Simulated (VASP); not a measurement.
# KCl (Pm-3m) in VASP: a series of runs

The runs below take KCl through single point, with r2SCAN.

Everything below comes from runs of VASP 6.6.1. Logs are shortened: lines on timing, memory, paths and dates and some standing lists are left out, and cuts for length are marked.

## Step 1: The cell of the first run

Symmetry: Pm-3m, No. 221, cubic system. Conventional cell: a = 3.500 Å, b = 3.500 Å, c = 3.500 Å, α = 90.00°, β = 90.00°, γ = 90.00°. K (site symmetry m-3m) has 8 Cl at 3.03 Å and 6 K at 3.50 Å within 4.0 Å. Within 4.0 Å of Cl (site symmetry m-3m) lie 8 K at 3.03 Å and 6 Cl at 3.50 Å.

## Step 2: Single point, r2SCAN (21.43 Å³/atom)

Contents of POSCAR:

```
KCl
1.0
    3.4997960494      0.0000000000      0.0000000000
    0.0000000000      3.4997960494      0.0000000000
    0.0000000000      0.0000000000      3.4997960494
K Cl
1 1
Direct
    0.0000000000      0.0000000000      0.0000000000
    0.5000000000      0.5000000000      0.5000000000
```

Contents of INCAR.step1:

```
SYSTEM = KCl
ALGO = Normal
EDIFF = 1E-4
ENCUT = 520
GGA = PE
ISMEAR = 0
LASPH = .TRUE.
LCHARG = .FALSE.
LREAL = .FALSE.
LWAVE = .TRUE.
NBANDS = 15
NELM = 60
PREC = Accurate
SIGMA = 0.05
```

Contents of INCAR.step2:

```
SYSTEM = KCl
ALGO = Normal
EDIFF = 1E-6
ENCUT = 520
ISIF = 2
ISMEAR = 0
ISTART = 1
LASPH = .TRUE.
LCHARG = .FALSE.
LMIXTAU = .TRUE.
LREAL = .FALSE.
LWAVE = .FALSE.
METAGGA = R2SCAN
NBANDS = 15
NELM = 60
PREC = Accurate
SIGMA = 0.05
```

Contents of KPOINTS:

```
k-points
0
G
  6 6 6
  0 0 0
```

Potentials or basis: VASP PAW PBE potentials, release 64 (K_sv, Cl).

The run is started by

```sh
cat potpaw_PBE.64/K_sv/POTCAR potpaw_PBE.64/Cl/POTCAR > POTCAR
cp INCAR.step1 INCAR
mpirun -np 1 vasp_std > vasp.out
cp INCAR.step2 INCAR
mpirun -np 1 vasp_std > vasp.out
```

OUTCAR:

```text
SYSTEM = KCl
   EDIFF = 1E-6
   ENCUT = 520
   ISIF = 2
   ISMEAR = 0
   ISTART = 1
   LASPH = .TRUE.
   LREAL = .FALSE.
   METAGGA = R2SCAN
   NELM = 60
   PREC = Accurate

 ion  position               nearest neighbor table
   1  0.000  0.000  0.000-   2 3.03   2 3.03   2 3.03   2 3.03   2 3.03   2 3.03   2 3.03   2 3.03

   2  0.500  0.500  0.500-   1 3.03   1 3.03   1 3.03   1 3.03   1 3.03   1 3.03   1 3.03   1 3.03

  LATTYP: Found a simple cubic cell.
 ALAT       =     3.4997960494

  Lattice vectors:

 A1 = (   3.4997960494,   0.0000000000,   0.0000000000)
 A2 = (   0.0000000000,   3.4997960494,   0.0000000000)
 A3 = (   0.0000000000,   0.0000000000,   3.4997960494)

Analysis of symmetry for initial positions (statically):
=====================================================================
 Subroutine PRICEL returns:
 Original cell was already a primitive cell.

 Routine SETGRP: Setting up the symmetry group for a
 simple cubic supercell.

 Subroutine GETGRP returns: Found 48 space group operations
 (whereof 48 operations were pure point group operations)
 out of a pool of 48 trial point group operations.

The static configuration has the point symmetry O_h .

Analysis of symmetry for dynamics (positions and initial velocities):
=====================================================================
 Subroutine PRICEL returns:
 Original cell was already a primitive cell.

 Routine SETGRP: Setting up the symmetry group for a
 simple cubic supercell.

 Subroutine GETGRP returns: Found 48 space group operations
 (whereof 48 operations were pure point group operations)
 out of a pool of 48 trial point group operations.

The dynamic configuration has the point symmetry O_h .

 Subroutine INISYM returns: Found 48 space group operations
 (whereof 48 operations are pure point group operations),
 and found     1 'primitive' translations

----------------------------------------------------------------------------------------

                                     Primitive cell

  volume of cell :      42.8675

  direct lattice vectors                    reciprocal lattice vectors
     3.499796049  0.000000000  0.000000000     0.285730936  0.000000000  0.000000000
     0.000000000  3.499796049  0.000000000     0.000000000  0.285730936  0.000000000
     0.000000000  0.000000000  3.499796049     0.000000000  0.000000000  0.285730936

  length of vectors
[... 87 lines left out ...]
   PSTRESS=    0.0 pullay stress
   NELECT =      16.0000    total number of electrons
   NUPDOWN=      -1.0000    fix difference up-down
   EMIN   =  10.00;   EMAX   =-10.00  energy-range for DOS
   EFERMI =   0.00;   METHOD = LEGACY
   ISMEAR =     0;   SIGMA  =   0.05  broadening in eV -4-tet -1-fermi 0-gaus
   EFERMI_NEDOS =   21; number of points for ismear=-14 and -15
   IALGO  =     38    algorithm
   IMIX   =      4    mixing-type and parameters
     AMIX     =   0.40;   BMIX     =  1.00
     AMIX_MAG =   1.60;   BMIX_MAG =  1.00
  volume/ion in A,a.u.               =      21.43       144.64
  Fermi-wavevector in a.u.,A,eV,Ry     =   1.178706  2.227431 18.903219  1.389347
  Thomas-Fermi vector in A             =   2.315030
   LORBIT       =      0    0 simple, 1 ext, 2 COOP (PROOUT), +10 PAW based schemes
   METAGGA = R2SCAN    functional components
   LHFCALC =     F    Hartree Fock is set to
   AEXX    =    0.0000 exact exchange contribution
   IVDW    =     0    specifies the selected vdW correction
   LEPSILON=     F    determine dielectric tensor
   LRPA    =     F    only Hartree local field effects (RPA)
 non-spin polarized calculation
 Gauss-broadening in eV      SIGMA  =   0.05
  energy-cutoff  :      520.00
  volume of cell :       42.87
 maximum number of plane-waves:      1189
 NGX is ok and might be reduce to    28
   NGX = 13   NGY = 13   NGZ = 13

 number of electron      15.9999996 magnetization

 Free energy of the ion-electron system (eV)
  ---------------------------------------------------
  ext. energy  EPLUGINS =         0.00000000
  ---------------------------------------------------
  free energy    TOTEN  =       -16.16438848 eV

  energy without entropy =      -16.16438848  energy(sigma->0) =      -16.16438848

 E-fermi :   0.7317     XC(G=0):  -9.8439

 val. band max:        0.4245329618   @ k =   0.5000   0.5000   0.0000
 cond. band min:       7.1234570028   @ k =   0.0000   0.0000   0.0000
 fundamental gap:      6.6989240410
 Fermi energy:         0.7317479800

 k-point     1 :       0.0000    0.0000    0.0000
  band No.  band energies     occupation
      1     -28.4232      2.00000
      2     -13.3585      2.00000
      3     -10.9622      2.00000
      4     -10.9622      2.00000
      5     -10.9622      2.00000
      6       0.1804      2.00000
      7       0.1804      2.00000
      8       0.1804      2.00000
      9       7.1235      0.00000
     10       7.1235      0.00000
     11       7.5612      0.00000
     12      12.5147      0.00000
     13      12.5147      0.00000
     14      12.5147      0.00000
[... 329 lines left out ...]
      2     -12.5473      2.00000
      3     -11.3164      2.00000
      4     -11.3164      2.00000
      5     -11.3164      2.00000
      6      -1.7184      2.00000
      7      -1.7184      2.00000
      8      -1.7184      2.00000
      9      10.9053      0.00000
     10      10.9053      0.00000
     11      10.9053      0.00000
     12      12.4647      0.00000
     13      12.4647      0.00000
     14      12.4647      0.00000
     15      14.7816      0.00000

------------------------ aborting loop because EDIFF is reached ----------------------------------------

  FORCE on cell =-STRESS in cart. coord.  units (eV):
  Direction    XX          YY          ZZ          XY          YZ          ZX
  --------------------------------------------------------------------------------------
  -------------------------------------------------------------------------------------
  Total        2.3756185      2.3756185      2.3756185      0.0000000     -0.0000000     -0.0000000
  in kB       88.7889800     88.7889800     88.7889800      0.0000000     -0.0000000     -0.0000000
  external PRESSURE =      88.7889800 kB  Pullay stress =       0.0000000 kB

 VOLUME and BASIS-vectors are now :
 -----------------------------------------------------------------------------
  energy-cutoff  :      520.00
  volume of cell :       42.87
      direct lattice vectors                 reciprocal lattice vectors
     3.499796049  0.000000000  0.000000000     0.285730936  0.000000000  0.000000000
     0.000000000  3.499796049  0.000000000     0.000000000  0.285730936  0.000000000
     0.000000000  0.000000000  3.499796049     0.000000000  0.000000000  0.285730936

 POSITION                                       TOTAL-FORCE (eV/Angst)
 -----------------------------------------------------------------------------------
      0.00000      0.00000      0.00000         0.000000      0.000000      0.000000
      1.74990      1.74990      1.74990         0.000000      0.000000      0.000000
 -----------------------------------------------------------------------------------
    total drift:                               -0.000000      0.000000      0.000000

  FREE ENERGIE OF THE ION-ELECTRON SYSTEM (eV)
  ---------------------------------------------------
  free  energy   TOTEN  =       -16.1643884801 eV

  energy  without entropy=      -16.1643884801  energy(sigma->0) =      -16.16438848
```

OSZICAR.step1:

```text
N       E                     dE             d eps       ncg     rms          rms(c)
DAV:   1     0.106648282074E+03    0.10665E+03   -0.75414E+03   600   0.101E+03
DAV:   2    -0.141787036263E+01   -0.10807E+03   -0.99944E+02   790   0.256E+02
DAV:   3    -0.644422989827E+01   -0.50264E+01   -0.50031E+01   826   0.495E+01
DAV:   4    -0.659366983671E+01   -0.14944E+00   -0.14942E+00   834   0.809E+00
DAV:   5    -0.659649649318E+01   -0.28267E-02   -0.28266E-02   884   0.929E-01    0.461E+00
DAV:   6    -0.634958170146E+01    0.24691E+00   -0.25091E-01   705   0.358E+00    0.379E+00
DAV:   7    -0.632030666984E+01    0.29275E-01   -0.95760E-02   782   0.226E+00    0.207E+00
DAV:   8    -0.632268192375E+01   -0.23753E-02   -0.17119E-02   727   0.107E+00    0.279E-01
DAV:   9    -0.632258525630E+01    0.96667E-04   -0.41785E-04   838   0.155E-01
   1 F= -.63225853E+01 E0= -.63225853E+01  d E =-.928166E-23
```

Wall time 66 s (1 thread of Intel Xeon 8259CL, shared host); peak memory 0.16 GiB.

Results:

```yaml
Free_energy: -16.1644 eV
Pressure: 8.9 GPa
Band_gap_on_the_k_mesh: 6.70 eV (least direct gap 6.90 eV)
```

Caveat: the cell stands under pressure; the PAW data sets were made with another functional, which shifts forces and pressure a little. A k mesh can miss the band edges.

## Step 3: Single point, r2SCAN (22.51 Å³/atom)

This run uses another cell than the first one, of 22.51 Å³/atom.

Contents of POSCAR:

```
KCl
1.0
    3.5571799542      0.0000000000      0.0000000000
    0.0000000000      3.5571799542      0.0000000000
    0.0000000000      0.0000000000      3.5571799542
K Cl
1 1
Direct
    0.0000000000      0.0000000000      0.0000000000
    0.5000000000      0.5000000000      0.5000000000
```

Contents of INCAR.step1:

```
PREC = Accurate
ENCUT = 520
ISMEAR = 0
SIGMA = 0.05
LREAL = False
LASPH = True
NELM = 100
NBANDS = 15
GGA = PE
ALGO = Normal
EDIFF = 1E-4
LWAVE = True
LCHARG = False
```

Contents of INCAR.step2:

```
PREC = Accurate
ENCUT = 520
EDIFF = 1E-6
ISMEAR = 0
SIGMA = 0.05
LREAL = False
LASPH = True
NELM = 100
ALGO = Normal
ISIF = 2
LWAVE = False
LCHARG = False
METAGGA = R2SCAN
LMIXTAU = True
NBANDS = 15
ISTART = 1
```

Contents of KPOINTS:

```
Automatic mesh
0
Gamma
  6 6 6
```

Potentials or basis: VASP PAW PBE potentials, release 64 (K_sv, Cl).

The run is started by

```sh
cat potpaw_PBE.64/K_sv/POTCAR potpaw_PBE.64/Cl/POTCAR > POTCAR
cp INCAR.step1 INCAR
mpirun -np 1 vasp_std > vasp.out
cp INCAR.step2 INCAR
mpirun -np 1 vasp_std > vasp.out
```

Wall time 88 s (1 thread of Intel Xeon 8259CL, shared host); peak memory 0.16 GiB.

The run converged. Its results:

- Free energy: -16.2655 eV
- Pressure: 6.1 GPa
- Band gap on the k mesh: 6.80 eV (least direct gap 6.91 eV)

Levels at points of the mesh, in eV from the valence-band top:
```tsv
k point	band 5	band 6	band 7	band 8	band 9	band 10	band 11	band 12
(0.00, 0.00, 0.00)	-11.44	-0.24	-0.24	-0.24	6.80	6.81	6.81	12.00
(0.50, 0.00, 0.00)	-11.21	-2.45	-0.34	-0.34	8.57	9.77	10.36	10.82
(0.50, 0.50, 0.00)	-11.32	-1.58	-1.58	0.00	6.91	8.28	9.78	9.78
(0.50, 0.50, 0.50)	-11.75	-1.97	-1.97	-1.97	10.30	10.30	10.30	11.79
```

Caveat: the cell stands under pressure; the PAW data sets were made with another functional, which shifts forces and pressure a little.

## Step 4: Single point, r2SCAN (23.58 Å³/atom)

This run uses another cell than the first one, of 23.58 Å³/atom.

Contents of POSCAR:

```
KCl
1.0
    3.6127698699      0.0000000000      0.0000000000
    0.0000000000      3.6127698699      0.0000000000
    0.0000000000      0.0000000000      3.6127698699
K Cl
1 1
Direct
    0.0000000000      0.0000000000      0.0000000000
    0.5000000000      0.5000000000      0.5000000000
```

INCAR.step1 is that of step 3.

INCAR.step2 is that of step 3.

Contents of KPOINTS:

```
regular mesh
0
Gamma
  6 6 6
```

Potentials or basis: VASP PAW PBE potentials, release 64 (K_sv, Cl).

The run is started by

```sh
cat potpaw_PBE.64/K_sv/POTCAR potpaw_PBE.64/Cl/POTCAR > POTCAR
cp INCAR.step1 INCAR
mpirun -np 1 vasp_std > vasp.out
cp INCAR.step2 INCAR
mpirun -np 1 vasp_std > vasp.out
```

OUTCAR:

```text
PREC = Accurate
   ENCUT = 520
   EDIFF = 1E-6
   ISMEAR = 0
   LREAL = False
   LASPH = True
   NELM = 100
   ISIF = 2
   METAGGA = R2SCAN
   ISTART = 1

 ion  position               nearest neighbor table
   1  0.000  0.000  0.000-   2 3.13   2 3.13   2 3.13   2 3.13   2 3.13   2 3.13   2 3.13   2 3.13

   2  0.500  0.500  0.500-   1 3.13   1 3.13   1 3.13   1 3.13   1 3.13   1 3.13   1 3.13   1 3.13

  LATTYP: Found a simple cubic cell.
 ALAT       =     3.6127698699

  Lattice vectors:

 A1 = (   3.6127698699,   0.0000000000,   0.0000000000)
 A2 = (   0.0000000000,   3.6127698699,   0.0000000000)
 A3 = (   0.0000000000,   0.0000000000,   3.6127698699)

Analysis of symmetry for initial positions (statically):
=====================================================================
 Subroutine PRICEL returns:
 Original cell was already a primitive cell.

 Routine SETGRP: Setting up the symmetry group for a
 simple cubic supercell.

 Subroutine GETGRP returns: Found 48 space group operations
 (whereof 48 operations were pure point group operations)
 out of a pool of 48 trial point group operations.

The static configuration has the point symmetry O_h .
[... 170 lines left out ...]
      5     -11.7107      2.00000
      6      -0.4521      2.00000
      7      -0.4521      2.00000
      8      -0.4521      2.00000
      9       6.2926      0.00000
     10       6.6859      0.00000
     11       6.6859      0.00000
     12      11.6842      0.00000
     13      11.6842      0.00000
     14      11.6842      0.00000
[... 329 lines left out ...]
      2     -13.0915      2.00000
      3     -11.9862      2.00000
      4     -11.9862      2.00000
      5     -11.9862      2.00000
      6      -2.0359      2.00000
      7      -2.0359      2.00000
      8      -2.0359      2.00000
      9       9.9081      0.00000
     10       9.9081      0.00000
     11       9.9081      0.00000
     12      11.3497      0.00000
     13      11.3497      0.00000
     14      11.3497      0.00000
     15      13.6885      0.00000

------------------------ aborting loop because EDIFF is reached ----------------------------------------

  FORCE on cell =-STRESS in cart. coord.  units (eV):
  Direction    XX          YY          ZZ          XY          YZ          ZX
  --------------------------------------------------------------------------------------
  -------------------------------------------------------------------------------------
  Total        1.1823316      1.1823316      1.1823316     -0.0000000     -0.0000000     -0.0000000
  in kB       40.1725103     40.1725103     40.1725103     -0.0000000     -0.0000000     -0.0000000
  external PRESSURE =      40.1725103 kB  Pullay stress =       0.0000000 kB

 VOLUME and BASIS-vectors are now :
 -----------------------------------------------------------------------------
  energy-cutoff  :      520.00
  volume of cell :       47.15
      direct lattice vectors                 reciprocal lattice vectors
     3.612769870  0.000000000  0.000000000     0.276795931  0.000000000  0.000000000
     0.000000000  3.612769870  0.000000000     0.000000000  0.276795931  0.000000000
     0.000000000  0.000000000  3.612769870     0.000000000  0.000000000  0.276795931

 POSITION                                       TOTAL-FORCE (eV/Angst)
 -----------------------------------------------------------------------------------
      0.00000      0.00000      0.00000         0.000000      0.000000      0.000000
      1.80638      1.80638      1.80638         0.000000      0.000000      0.000000
 -----------------------------------------------------------------------------------
    total drift:                               -0.000000      0.000000      0.000000

  FREE ENERGIE OF THE ION-ELECTRON SYSTEM (eV)
  ---------------------------------------------------
  free  energy   TOTEN  =       -16.3340654792 eV

  energy  without entropy=      -16.3340654792  energy(sigma->0) =      -16.33406548
```

OUTCAR.step1:

```text
PREC = Accurate
   ENCUT = 520
   ISMEAR = 0
   LREAL = False
   LASPH = True
[... 576 lines left out ...]
      0.00000      0.00000      0.00000         0.000000      0.000000      0.000000
      1.80638      1.80638      1.80638         0.000000      0.000000      0.000000
 -----------------------------------------------------------------------------------
    total drift:                               -0.000000      0.000000      0.000000

  FREE ENERGIE OF THE ION-ELECTRON SYSTEM (eV)
  ---------------------------------------------------
  free  energy   TOTEN  =        -6.5240674813 eV

  energy  without entropy=       -6.5240674813  energy(sigma->0) =       -6.52406748
```

Wall time 75 s (1 thread of Intel Xeon 8259CL, shared host); peak memory 0.17 GiB.

What came out:

| Property | Result |
| --- | --- |
| Free energy | -16.3341 eV |
| Pressure | 4.0 GPa |
| Band gap on the k mesh | 6.51 eV (least direct gap 6.74 eV) |

Caveat: the cell stands under pressure; the PAW data sets were made with another functional, which shifts forces and pressure a little.

## Step 5: Summary

| cell | gap on the mesh (eV) | pressure (GPa) |
| --- | --- | --- |
| a = 3.500 Å, 2 atoms | 6.70 | 8.9 |
| a = 3.557 Å, 2 atoms | 6.80 | 6.1 |
| a = 3.613 Å, 2 atoms | 6.51 | 4.0 |

Alike in all rows: task single point; level r2SCAN; potentials or basis VASP PAW PBE potentials, release 64 (K_sv, Cl); no spin polarisation; k mesh 6 × 6 × 6; cutoff (eV) 520; smearing gaussian 0.05 eV.

Caveats: the cell stands under pressure; the PAW data sets were made with another functional, which shifts forces and pressure a little.

Absolute energies hang on the potentials; compare differences alone.
